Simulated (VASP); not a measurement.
Write the native input for VASP 6.6.1 that does the following.

- Task: relaxation of cell and atoms
- Functional: PBEsol
- Potentials or basis: VASP PAW PBE potentials, release 64 (Ge_d)
- Cutoff: 600 eV
- k mesh: 22 × 22 × 22
- Occupations: gaussian, width 0.1 eV
- Spin: no spin polarisation
- Dipole correction: no
- Further INCAR settings: ALGO = Fast; EDIFF = 1e-06; IBRION = 2; EDIFFG = -0.01; NSW = 100; ISIF = 3

The structure of Ge lies in POSCAR:

```
Ge
1.0
   -2.5744897190      2.5744897190      1.3974126432
    2.5744897190     -2.5744897190      1.3974126432
    2.5744897190      2.5744897190     -1.3974126432
Ge
2
Direct
    0.2500000000      0.7500000000      0.5000000000
    0.5000000000      0.5000000000      0.0000000000
```

The input as run:

INCAR

```
ALGO = Fast
EDIFF = 1E-6
EDIFFG = -0.01
ENCUT = 600
GGA = PS
IBRION = 2
ISIF = 3
ISMEAR = 0
LASPH = True
LCHARG = False
LREAL = False
LWAVE = False
NELM = 100
NSW = 100
PREC = Accurate
SIGMA = 0.1
```

KPOINTS

```
k-points
0
Gamma
  22 22 22
```

Potentials or basis: VASP PAW PBE potentials, release 64 (Ge_d).

Launch:

```bash
$ cat potpaw_PBE.64/Ge_d/POTCAR > POTCAR
$ mpirun -np 1 vasp_std > vasp.out
```

It gave:

```
Relaxed volume                        : 18.37 Å³/atom
Relaxed cell                          : a = 3.881 Å, b = 3.881 Å, c = 3.881 Å, α = 97.50°, β = 97.50°, γ = 137.64°
Space group after relaxing (to 0.1 Å) : I4_1/amd (No. 141)
Energy gained by relaxing             : 0.6 meV/atom
Ionic steps                           : 11
Pressure after relaxing               : 0.0 GPa
Band gap on the k mesh                : zero (bands 14 and 15 overlap by 5.49 eV)
```

Caveat: the PAW data sets were made with another functional, which shifts forces and pressure a little.

Wall time 78 min on 1 thread of AMD EPYC 9755 128-Core Processor, on a shared host, peak memory 0.6 GiB.
